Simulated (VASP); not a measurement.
# Cl (Im-3m) in VASP: a series of runs

Runs on Cl. Level: PBE. Tasks: single point, relaxation of cell and atoms.

All numbers are computed with VASP 6.6.1; they aren't measurements. Logs are shortened: lines on timing, memory, paths and dates and some standing lists are left out, and cuts for length are marked.

## 1. The cell of the first run

It takes space group Im-3m (No. 229, cubic). Conventional cell: a = 3.524 Å, b = 3.524 Å, c = 3.524 Å, α = 90.00°, β = 90.00°, γ = 90.00°. Within 4.0 Å of Cl (site symmetry m-3m) lie 14 Cl at 3.05 to 3.52 Å.

## 2. Single point, PBE

File INCAR:

```
SYSTEM = Cl
ALGO = Normal
EDIFF = 1E-7
ENCUT = 520
GGA = PE
ISIF = 2
ISMEAR = -1
LASPH = .TRUE.
LCHARG = .FALSE.
LREAL = .FALSE.
LWAVE = .FALSE.
NBANDS = 10
NELM = 60
PREC = Accurate
SIGMA = 0.02
```

File KPOINTS:

```
k-points
0
G
  10 10 10
  0 0 0
```

File POSCAR:

```
Cl
1.0
    1.7618314708      1.7618314708      1.7618314708
   -1.7618314708      1.7618314708      1.7618314708
   -1.7618314708     -1.7618314708      1.7618314708
Cl
1
Direct
    0.0000000000      0.0000000000      0.0000000000
```

Potentials or basis: VASP PAW PBE potentials, release 64 (Cl).

Command:

```sh
$ cat potpaw_PBE.64/Cl/POTCAR > POTCAR
$ mpirun -np 1 vasp_std > vasp.out
```

OUTCAR:

```text
SYSTEM = Cl
   EDIFF = 1E-7
   ENCUT = 520
   GGA = PE
   ISIF = 2
   ISMEAR = -1
   LASPH = .TRUE.
   LREAL = .FALSE.
   NELM = 60
   PREC = Accurate

 ion  position               nearest neighbor table
   1  0.000  0.000  0.000-

  LATTYP: Found a body centered cubic cell.
 ALAT       =     3.5236629416

  Lattice vectors:

 A1 = (   1.7618314708,  -1.7618314708,  -1.7618314708)
 A2 = (   1.7618314708,   1.7618314708,   1.7618314708)
 A3 = (  -1.7618314708,  -1.7618314708,   1.7618314708)

Analysis of symmetry for initial positions (statically):
=====================================================================
 Subroutine PRICEL returns:
 Original cell was already a primitive cell.

 Routine SETGRP: Setting up the symmetry group for a
 body centered cubic supercell.

 Subroutine GETGRP returns: Found 48 space group operations
 (whereof 48 operations were pure point group operations)
 out of a pool of 48 trial point group operations.

The static configuration has the point symmetry O_h .

Analysis of symmetry for dynamics (positions and initial velocities):
=====================================================================
 Subroutine PRICEL returns:
 Original cell was already a primitive cell.

 Routine SETGRP: Setting up the symmetry group for a
 body centered cubic supercell.

 Subroutine GETGRP returns: Found 48 space group operations
 (whereof 48 operations were pure point group operations)
 out of a pool of 48 trial point group operations.

The dynamic configuration has the point symmetry O_h .

 Subroutine INISYM returns: Found 48 space group operations
 (whereof 48 operations are pure point group operations),
 and found     1 'primitive' translations

----------------------------------------------------------------------------------------

                                     Primitive cell

  volume of cell :      21.8753

  direct lattice vectors                    reciprocal lattice vectors
     1.761831471  1.761831471  1.761831471     0.283795589  0.000000000  0.283795589
    -1.761831471  1.761831471  1.761831471    -0.283795589  0.283795589  0.000000000
    -1.761831471 -1.761831471  1.761831471     0.000000000 -0.283795589  0.283795589

  length of vectors
     3.051581622  3.051581622  3.051581622     0.401347571  0.401347571  0.401347571

  position of ions in fractional coordinates (direct lattice)
     0.000000000  0.000000000  0.000000000

  ion indices of the primitive-cell ions
   primitive index   ion index
                 1           1

----------------------------------------------------------------------------------------

 KPOINTS: k-points

Automatic generation of k-mesh.
 Grid dimensions read from file:
 generate k-points for:   10   10   10

 Generating k-lattice:

  Cartesian coordinates                     Fractional coordinates (reciprocal lattice)
     0.028379559  0.000000000  0.028379559     0.100000000  0.000000000  0.000000000
    -0.028379559  0.028379559  0.000000000     0.000000000  0.100000000  0.000000000
     0.000000000 -0.028379559  0.028379559     0.000000000  0.000000000  0.100000000

  Length of vectors
     0.040134757  0.040134757  0.040134757

  Shift w.r.t. Gamma in fractional coordinates (k-lattice)
     0.000000000  0.000000000  0.000000000

 Subroutine IBZKPT returns following result:
 ===========================================

 Found     47 irreducible k-points:

 Following reciprocal coordinates:
            Coordinates               Weight
  0.000000  0.000000  0.000000      1.000000
  0.100000  0.000000  0.000000     12.000000
  0.200000  0.000000  0.000000     12.000000
  0.300000  0.000000  0.000000     12.000000
  0.400000  0.000000  0.000000     12.000000
  0.500000  0.000000  0.000000      6.000000
[... 16 lines left out ...]
  0.100000  0.300000  0.100000      8.000000
  0.500000  0.300000  0.100000     24.000000
 [... further k-points ...]
   k-points           NKPTS =     47   k-points in BZ     NKDIM =     47   number of bands    NBANDS=     10
   number of dos      NEDOS =    301   number of ions     NIONS =      1
   total plane-waves  NPLWV =  13824
   dimension x,y,z NGX =    24 NGY =   24 NGZ =   24
   dimension x,y,z NGXF=    48 NGYF=   48 NGZF=   48
   ions per type =               1
   NGX,Y,Z   is equivalent  to a cutoff of  13.07, 13.07, 13.07 a.u.
   NGXF,Y,Z  is equivalent  to a cutoff of  26.15, 26.15, 26.15 a.u.
 SYSTEM =  Cl
   PREC   = accura    normal or accurate (medium, high low for compatibility)
   ISTART =      0    job   : 0-new  1-cont  2-samecut
   ICHARG =      2    charge: 1-file 2-atom 10-const
   ISPIN  =      1    spin polarized calculation?
   LNONCOLLINEAR =      F non collinear calculations
   LSORBIT =      F    spin-orbit coupling
   LASPH  =      T    aspherical Exc in radial PAW
   ENCUT  =  520.0 eV  38.22 Ry    6.18 a.u.   5.67  5.67  5.67*2*pi/ulx,y,z
   NELM   =     60;   NELMIN=  2; NELMDL= -5     # of ELM steps
   EDIFF  = 0.1E-06   stopping-criterion for ELM
   LREAL  =      F    real-space projection
   EDIFFG = 0.1E-05   stopping-criterion for IOM
   NSW    =      0    number of steps for IOM
   IBRION =     -1    ionic relax: 0-MD 1-quasi-New 2-CG
   NFREE  =      0    steps in history (QN), initial steepest desc. (CG)
   ISIF   =      2    stress and relaxation
   ISYM   =      2    0-nonsym 1-usesym 2-fastsym
   POTIM  = 0.5000    time-step for ionic-motion
   TEBEG  =    0.0;   TEEND  =   0.0 temperature during run
   PSTRESS=    0.0 pullay stress
   NELECT =       7.0000    total number of electrons
   NUPDOWN=      -1.0000    fix difference up-down
   EMIN   =  10.00;   EMAX   =-10.00  energy-range for DOS
   EFERMI =   0.00;   METHOD = LEGACY
   ISMEAR =    -1;   SIGMA  =   0.02  broadening in eV -4-tet -1-fermi 0-gaus
   EFERMI_NEDOS =   21; number of points for ismear=-14 and -15
   IALGO  =     38    algorithm
   IMIX   =      4    mixing-type and parameters
     AMIX     =   0.40;   BMIX     =  1.00
     AMIX_MAG =   1.60;   BMIX_MAG =  1.00
  volume/ion in A,a.u.               =      21.88       147.62
  Fermi-wavevector in a.u.,A,eV,Ry     =   1.119755  2.116031 17.059693  1.253852
  Thomas-Fermi vector in A             =   2.256397
   LORBIT       =      0    0 simple, 1 ext, 2 COOP (PROOUT), +10 PAW based schemes
   GGA     = PE    functional components
   LHFCALC =     F    Hartree Fock is set to
   AEXX    =    0.0000 exact exchange contribution
   IVDW    =     0    specifies the selected vdW correction
   LEPSILON=     F    determine dielectric tensor
   LRPA    =     F    only Hartree local field effects (RPA)
 non-spin polarized calculation
  energy-cutoff  :      520.00
  volume of cell :       21.88
 maximum number of plane-waves:       606
   NGX = 11   NGY = 11   NGZ = 11

 number of electron       6.9999998 magnetization

 Free energy of the ion-electron system (eV)
  ---------------------------------------------------
  ext. energy  EPLUGINS =         0.00000000
  ---------------------------------------------------
  free energy    TOTEN  =        -0.95068938 eV

  energy without entropy =       -0.94728422  energy(sigma->0) =       -0.94898680

 E-fermi :   1.4675     XC(G=0):  -9.4002

 val. band max:        1.4503307783   @ k =   0.1000   0.4000   0.1000
 cond. band min:       1.4815410846   @ k =  -0.4000   0.2000   0.0000
 fundamental gap:      0.0312103064
 Fermi energy:         1.4674649611

 k-point     1 :       0.0000    0.0000    0.0000
  band No.  band energies     occupation
      1     -13.7334      2.00000
      2       2.1100      0.00000
      3       2.1100      0.00000
      4       2.1100      0.00000
      5      11.0743      0.00000
      6      15.6153      0.00000
      7      15.6153      0.00000
      8      15.6153      0.00000
      9      18.4344      0.00000
     10      18.4344      0.00000

 k-point     2 :       0.1000    0.0000    0.0000
  band No.  band energies     occupation
      1     -13.6105      2.00000
      2       1.5262      0.10083
      3       1.9562      0.00000
      4       2.0910      0.00000
      5      11.6234      0.00000
      6      15.1796      0.00000
      7      15.4032      0.00000
      8      16.1481      0.00000
      9      17.7885      0.00000
     10      18.3385      0.00000

 k-point     3 :       0.2000    0.0000    0.0000
  band No.  band energies     occupation
      1     -13.2661      2.00000
      2       0.1970      2.00000
      3       1.5844      0.00575
      4       2.0399      0.00000
      5      12.2937      0.00000
      6      14.2875      0.00000
      7      15.0873      0.00000
      8      17.6418      0.00000
      9      17.8472      0.00000
     10      18.3089      0.00000

 k-point     4 :       0.3000    0.0000    0.0000
  band No.  band energies     occupation
      1     -12.7845      2.00000
      2      -1.2480      2.00000
      3       1.1742      2.00000
      4       1.9745      0.00000
      5      11.6682      0.00000
      6      13.4529      0.00000
      7      16.2210      0.00000
      8      18.6587      0.00000
      9      18.7451      0.00000
     10      19.8549      0.00000
[... 222 lines left out ...]
 k-point    22 :       0.5000    0.2000    0.1000
  band No.  band energies     occupation
      1     -11.9949      2.00000
      2      -2.3036      2.00000
      3       0.0097      2.00000
      4       1.3777      1.97781
      5      11.7007      0.00000
      6      13.7178      0.00000
      7      15.2393      0.00000
      8      17.3928      0.00000
      9      21.6906      0.00000
     10      24.2329      0.00000

 k-point    23 :       0.1000    0.3000    0.1000
  band No.  band energies     occupation
      1     -13.0615      2.00000
      2      -0.4010      2.00000
      3       1.6131      0.00137
      4       1.6131      0.00137
      5      13.2520      0.00000
      6      13.9153      0.00000
      7      13.9153      0.00000
      8      18.3829      0.00000
      9      18.3829      0.00000
     10      19.4691      0.00000

 k-point    24 :       0.5000    0.3000    0.1000
  band No.  band energies     occupation
      1     -11.9742      2.00000
      2      -1.9202      2.00000
      3      -0.5601      2.00000
      4       1.3820      1.97256
      5      12.7691      0.00000
      6      12.7882      0.00000
      7      14.9757      0.00000
      8      18.1445      0.00000
      9      20.3592      0.00000
     10      24.6430      0.00000

 [... further k-points ...]
[... 5 lines left out ...]
  --------------------------------------------------------------------------------------
  -------------------------------------------------------------------------------------
  Total       -0.0945773     -0.0945773     -0.0945773     -0.0000000     -0.0000000      0.0000000
  in kB       -6.9269886     -6.9269886     -6.9269886     -0.0000000     -0.0000000      0.0000000
  external PRESSURE =      -6.9269886 kB  Pullay stress =       0.0000000 kB

 VOLUME and BASIS-vectors are now :
 -----------------------------------------------------------------------------
  energy-cutoff  :      520.00
  volume of cell :       21.88
      direct lattice vectors                 reciprocal lattice vectors
     1.761831471  1.761831471  1.761831471     0.283795589  0.000000000  0.283795589
    -1.761831471  1.761831471  1.761831471    -0.283795589  0.283795589  0.000000000
    -1.761831471 -1.761831471  1.761831471     0.000000000 -0.283795589  0.283795589

 POSITION                                       TOTAL-FORCE (eV/Angst)
 -----------------------------------------------------------------------------------
      0.00000      0.00000      0.00000        -0.000000      0.000000      0.000000
 -----------------------------------------------------------------------------------
    total drift:                               -0.000000      0.000000      0.000000

  FREE ENERGIE OF THE ION-ELECTRON SYSTEM (eV)
  ---------------------------------------------------
  free  energy   TOTEN  =        -0.9506893760 eV

  energy  without entropy=       -0.9472842203  energy(sigma->0) =       -0.94898680
```

It took 4 s on 1 thread of Intel Xeon Platinum 8488C (Sapphire Rapids), shared host; peak memory 0.13 GiB.

Results:

```yaml
Free_energy: -0.9507 eV
Pressure: -0.7 GPa
```

Levels at points of the mesh, in eV from the Fermi level:
```tsv
k point	band 2	band 3	band 4	band 5	band 6	band 7
(0.00, 0.00, 0.00)	0.64	0.64	0.64	9.61	14.15	14.15
(0.50, 0.00, 0.00)	-4.25	-0.70	0.43	9.19	11.24	17.33
(0.50, 0.50, 0.50)	-2.36	-2.36	-2.36	7.98	7.98	21.18
```

Caveat: an odd number of electrons without spin polarisation forces a metal; a magnetic or distorted state may lie lower.

[end of part 1 of 2]
